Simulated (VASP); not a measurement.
**TaN: single point with LDA+U**

TaN:

```
Ta N
1.0
     5.19600    0.00000    0.00000
    -2.59800    4.49987    0.00000
     0.00000    0.00000    2.91100
Ta N
3 3
Direct
  0.33333 0.66667 0.50000
  0.66667 0.33333 0.50000
  0.00000 0.00000 0.00000
  0.39285 0.00000 0.00000
  0.60715 0.60715 0.00000
  0.00000 0.39285 0.00000
```

```yaml
Program: VASP 6.6.1
Task: single point
Functional: LDA
Potentials_or_basis: VASP PAW LDA potentials, release 64 (Ta_pv, N)
Cutoff: 520 eV
k_mesh: 4 × 4 × 6
Occupations: gaussian, width 0.05 eV
Spin: collinear spin, zero start
Starting_moments: "[0.0, 0.0, 0.0, 0.0, 0.0, 0.0] μB"
Hubbard_terms: Ta d U = 3.0 eV
Dipole_correction: no
Further_INCAR_settings: ALGO = Normal; EDIFF = 1e-06; NBANDS = 37
```

The pressure is 0.7 GPa. The largest force is 0.152 eV/Å and the band gap on the k mesh is zero (filled and empty bands overlap). The net moment is 0.00 μB per cell and the valence electrons inside the program's atomic spheres are Ta 8.88, 8.92; N 3.78.

Forces on the atoms (eV/Å):
```
Ta   0.000  0.000  0.000
Ta   0.000  0.000  0.000
Ta   0.000  0.000  0.000
N    0.152  0.000  0.000
N   -0.076 -0.132  0.000
N   -0.076  0.132  0.000
```

Stress tensor (GPa, compression positive):
```
0.72 0.00 0.00
0.00 0.72 0.00
0.00 0.00 0.59
```

Levels at points of the mesh, in eV from the Fermi level:
Spin up:
```csv
k point,band 21,band 22,band 23,band 24,band 25,band 26,band 27,band 28
"(0.00, 0.00, 0.00)",-4.43,-3.55,-2.09,-0.97,-0.97,0.65,0.65,1.71
"(0.50, 0.00, 0.00)",-4.07,-4.02,-3.00,-2.72,1.13,1.86,1.90,2.46
"(0.00, 0.00, 0.50)",-4.55,-2.91,-2.91,1.84,1.96,1.96,2.15,2.15
"(0.50, 0.00, 0.50)",-4.11,-3.32,-2.09,-0.94,0.47,1.32,3.21,3.26
```
Spin down:
```
           k point  band 20  band 21  band 22  band 23  band 24  band 25  band 26  band 27  band 28  band 29
(0.00, 0.00, 0.00)    -5.15    -4.43    -3.55    -2.09    -0.97    -0.97     0.65     0.65     1.71     1.91
(0.50, 0.00, 0.00)    -4.73    -4.07    -4.02    -3.00    -2.72     1.13     1.86     1.90     2.46     2.52
(0.00, 0.00, 0.50)    -4.59    -4.55    -2.91    -2.91     1.84     1.96     1.96     2.15     2.15     3.25
(0.50, 0.00, 0.50)    -4.93    -4.11    -3.32    -2.09    -0.94     0.47     1.32     3.21     3.26     3.34
```

Eigenvalues of the final occupation matrices:
| site | spin | trace | eigenvalues |
| --- | --- | --- | --- |
| site 1 d | 1 | 1.18 | 0.22 0.22 0.23 0.23 0.28 |
| site 1 d | 2 | 1.18 | 0.22 0.22 0.23 0.23 0.28 |
| site 2 d | 1 | 1.18 | 0.22 0.22 0.23 0.23 0.28 |
| site 2 d | 2 | 1.18 | 0.22 0.22 0.23 0.23 0.28 |
| site 3 d | 1 | 1.19 | 0.19 0.19 0.24 0.24 0.33 |
| site 3 d | 2 | 1.19 | 0.19 0.19 0.24 0.24 0.33 |

Run time: 50 s on 1 thread of Intel(R) Xeon(R) Platinum 8488C (Sapphire Rapids), on a shared host, peak memory 0.2 GiB.

Caveat: spin-orbit coupling is left out, which moves the levels of the heavy elements.
